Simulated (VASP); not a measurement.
Here is a VASP 6.6.1 calculation.

File INCAR:

```
SYSTEM = TiTe2
ALGO = Normal
EDIFF = 1E-7
ENCUT = 520
GGA = PS
ISIF = 2
ISMEAR = 0
LASPH = .True.
LCHARG = .False.
LREAL = .False.
LWAVE = .False.
NBANDS = 19
NELM = 100
PREC = Accurate
SIGMA = 0.02
```

KPOINTS

```
k-points
0
Gamma
  12 12 6
  0 0 0
```

POSCAR

```
TiTe2
1.0
    3.8143984718      0.0000000000      0.0000000000
   -1.9071992359      3.3033659767      0.0000000000
    0.0000000000      0.0000000000      6.5623408181
Te Ti
2 1
Direct
    0.3333333333      0.6666666667      0.7372000000
    0.6666666667      0.3333333333      0.2628000000
    0.0000000000      0.0000000000      0.0000000000
```

Potentials or basis: VASP PAW PBE potentials, release 64 (Te, Ti_sv).

Command:

```bash
$ cat potpaw_PBE.64/Te/POTCAR potpaw_PBE.64/Ti_sv/POTCAR > POTCAR
$ mpirun -np 1 vasp_std > vasp.out
```

**Question.** Estimate the largest force.

**Answer.** 0.328 eV/Å.

**Question.** Estimate the pressure.

**Answer.** -3.9 GPa.

**Question.** What does it give for the band gap on the k mesh?

**Answer.** Zero (bands 12 and 13 overlap by 0.63 eV).

Stress tensor (GPa, compression positive):
```
-4.16  0.00  0.00
 0.00 -4.16  0.00
 0.00  0.00 -3.35
```

Caveat: the cell stands under tension; the PAW data sets were made with another functional, which shifts forces and pressure a little; spin-orbit coupling is left out, which moves the levels of the heavy elements; this functional lacks dispersion, which binds the layers, so the pressure and a relaxed spacing across them are unreliable.
